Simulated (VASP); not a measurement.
**HfTeO4: single point with PBE**

The system is HfTeO4.

```
CELL_PARAMETERS angstrom
3.78664 0.00000 0.00000
-1.89332 3.27933 0.00000
0.00000 0.00000 8.13708
ATOMIC_POSITIONS crystal
Hf 0.00000 0.00000 0.50000
Te 0.00000 0.00000 0.00000
O 0.33333 0.66667 0.50000
O 0.66667 0.33333 0.50000
O 0.00000 0.00000 0.23941
O 0.00000 0.00000 0.76059
```

The cell was built from a structure type or drawn by symmetry, and may not be a known phase.

| Quantity | Value |
| --- | --- |
| Program | VASP 6.6.1 |
| Task | single point |
| Functional | PBE |
| Potentials or basis | VASP PAW PBE potentials, release 64 (Hf_pv, Te, O) |
| Cutoff | 520 eV |
| k mesh | 12 × 12 × 6 |
| Occupations | gaussian, width 0.1 eV |
| Spin | no spin polarisation |
| Dipole correction | no |
| Further INCAR settings | ALGO = Normal; EDIFF = 1e-07; NBANDS = 29 |

```yaml
Pressure: -1.0 GPa
Largest_force: 0.125 eV/Å
Band_gap_on_the_k_mesh: zero (bands 20 and 21 overlap by 0.87 eV)
```

Forces on the atoms (eV/Å):
```
Hf   0.000  0.000  0.000
Te   0.000  0.000  0.000
O    0.000  0.000  0.000
O    0.000  0.000  0.000
O    0.000  0.000  0.125
O    0.000  0.000 -0.125
```

Stress tensor (GPa, compression positive):
```
-1.08  0.00  0.00
 0.00 -1.08  0.00
 0.00  0.00 -0.93
```

Levels at points of the mesh, in eV from the Fermi level:
```
           k point  band 18  band 19  band 20  band 21  band 22  band 23
(0.00, 0.00, 0.00)     0.07     0.35     0.35     2.11     2.11     4.67
(0.50, 0.00, 0.00)    -1.07    -0.97    -0.77    -0.35     1.22     4.99
(0.00, 0.00, 0.50)     0.07     0.38     0.38     1.86     1.86     3.83
(0.50, 0.00, 0.50)    -1.07    -0.60    -0.42    -0.23     0.94     5.19
```

It took 3.8 min on 1 thread of AMD EPYC 7R13 Processor (Zen 3) (shared host), peak memory 0.33 GiB.

Caveat: spin-orbit coupling is left out, which moves the levels of the heavy elements.
